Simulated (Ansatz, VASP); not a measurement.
AlNi in VASP and in Ansatz

```
Ni Al
1.0
     1.92568   -1.94008    0.00000
     1.92568    1.94008    0.00000
     0.00000    0.00000    3.07863
Ni Al
1 1
Direct
  0.50000 0.50000 0.50000
  0.00000 0.00000 0.00000
```

Alike in both runs: task single point; functional PBEsol; k mesh 10 × 10 × 9; occupations fermi-dirac, width 0.05 eV; collinear spin.

|  | VASP | Ansatz |
| --- | --- | --- |
| version | VASP 6.6.1 | Ansatz 0.2.0 |
| potentials or method | VASP PAW PBE potentials, release 64 (Ni, Al) | Ansatz PAW |
| plane-wave cutoff (eV) | 520 | 420 |
| valence electrons in the cell | 13 | 21 |

```tsv
	VASP	Ansatz	Ansatz less VASP
gap on the k mesh at the Fermi level (eV)	none	none	-
pressure (GPa)	4.4	4.2	-0.21
traceless stress, the component that is largest in VASP (GPa)	-5.13	-4.97	+0.154
net moment per atom (μB)	0.00	0.00	0.000
```

VASP's potentials were made for PBE, not for PBEsol. A gap of «none» marks a metal or a gap that the smearing closes. The functional is the same, so the differences come from potentials, cutoffs and numerics. VASP's potentials hold 13 valence electrons a cell and Ansatz's 21, so a difference there can come from the potentials and not from the codes.
